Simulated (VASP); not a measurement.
Input of a VASP 6.6.1 run:

Contents of POSCAR:

```
Sn
1.0
    6.0847079602      0.0000000000      0.0000000000
    0.0000000000      6.0847079602      0.0000000000
    0.0000000000      0.0000000000      6.0847079602
Sn
8
Direct
    0.5000000000      0.5000000000      0.5000000000
    0.0000000000      0.0000000000      0.0000000000
    0.2500000000      0.0000000000      0.5000000000
    0.5000000000      0.2500000000      0.0000000000
    0.5000000000      0.7500000000      0.0000000000
    0.7500000000      0.0000000000      0.5000000000
    0.0000000000      0.5000000000      0.7500000000
    0.0000000000      0.5000000000      0.2500000000
```

Contents of INCAR.step1:

```
SYSTEM = Sn
PREC = Accurate
ENCUT = 520
ISMEAR = 0
SIGMA = 0.1
LREAL = .False.
LASPH = .True.
NELM = 100
NBANDS = 66
GGA = PE
ALGO = Normal
EDIFF = 1E-4
LWAVE = .True.
LCHARG = .False.
```

The input INCAR.step2:

```
SYSTEM = Sn
PREC = Accurate
ENCUT = 520
EDIFF = 1E-6
ISMEAR = 0
SIGMA = 0.1
LREAL = .False.
LASPH = .True.
NELM = 100
ALGO = Normal
ISIF = 2
LWAVE = .False.
LCHARG = .True.
METAGGA = R2SCAN
LMIXTAU = .True.
LELF = .True.
LVHAR = .True.
NBANDS = 66
ISTART = 1
```

The input KPOINTS:

```
Automatic mesh
0
Gamma
  4 4 4
  0 0 0
```

Potentials or basis: VASP PAW PBE potentials, release 64 (Sn_d).

Run with:

```console
$ cat potpaw_PBE.64/Sn_d/POTCAR > POTCAR
$ cp INCAR.step1 INCAR
$ mpirun -np 1 vasp_std > vasp.out
$ cp INCAR.step2 INCAR
$ mpirun -np 1 vasp_std > vasp.out
```

**Question.** Estimate the band gap on the k mesh.

**Answer.** Zero (band 56 reaches 8.30 eV, above the bottom of band 57 at 6.84 eV).

**Question.** What does it give for the pressure?

**Answer.** -0.2 GPa.

Caveat: the PAW data sets were made with another functional, which shifts forces and pressure a little; spin-orbit coupling is left out, which moves the levels of the heavy elements.
